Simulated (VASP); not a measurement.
Set up this calculation in VASP 6.6.1, as the native input.

| Item | Value |
| --- | --- |
| Task | single point |
| Functional | PBE |
| Potentials or basis | VASP PAW PBE potentials, release 64 (Nb_sv, B) |
| Cutoff | 520 eV |
| k mesh | 6 × 6 × 6 |
| Occupations | gaussian, width 0.1 eV |
| Spin | collinear spin, ferromagnetic start |
| Starting moments | [1.0, 1.0, 0.0] μB |
| Dipole correction | no |
| Further INCAR settings | ALGO = Fast; EDIFF = 1e-06; NBANDS = 26 |

The structure of Nb2B lies in POSCAR:

```
Nb2B
1.0
    0.0000000000      2.8170875644      2.8170875644
    2.8170875644      0.0000000000      2.8170875644
    2.8170875644      2.8170875644      0.0000000000
Nb B
2 1
Direct
    0.2500000000      0.2500000000      0.2500000000
    0.7500000000      0.7500000000      0.7500000000
    0.5000000000      0.5000000000      0.5000000000
```

One way to write it, as run:

INCAR

```
PREC = Accurate
ENCUT = 520
EDIFF = 1E-6
ISMEAR = 0
SIGMA = 0.1
LREAL = F
LASPH = T
NELM = 150
ALGO = Fast
ISIF = 2
LWAVE = F
LCHARG = T
ISPIN = 2
MAGMOM = 1 1 0
LORBIT = 11
LMAXMIX = 4
GGA = PE
LELF = T
LVHAR = T
NBANDS = 26
```

KPOINTS

```
regular mesh
0
Gamma
  6 6 6
```

Potentials or basis: VASP PAW PBE potentials, release 64 (Nb_sv, B).

The run is started by

```sh
$ cat potpaw_PBE.64/Nb_sv/POTCAR potpaw_PBE.64/B/POTCAR > POTCAR
$ mpirun -np 1 vasp_std > vasp.out
```

It gave:

* Pressure: -0.2 GPa
* Net moment: 0.00 μB per cell
* Valence electrons inside the program's atomic spheres: Nb 10.73; B 1.82

It took 62 s on 1 thread of Intel(R) Xeon(R) Platinum 8488C (Sapphire Rapids), with other jobs on the host, peak memory 0.19 GiB.
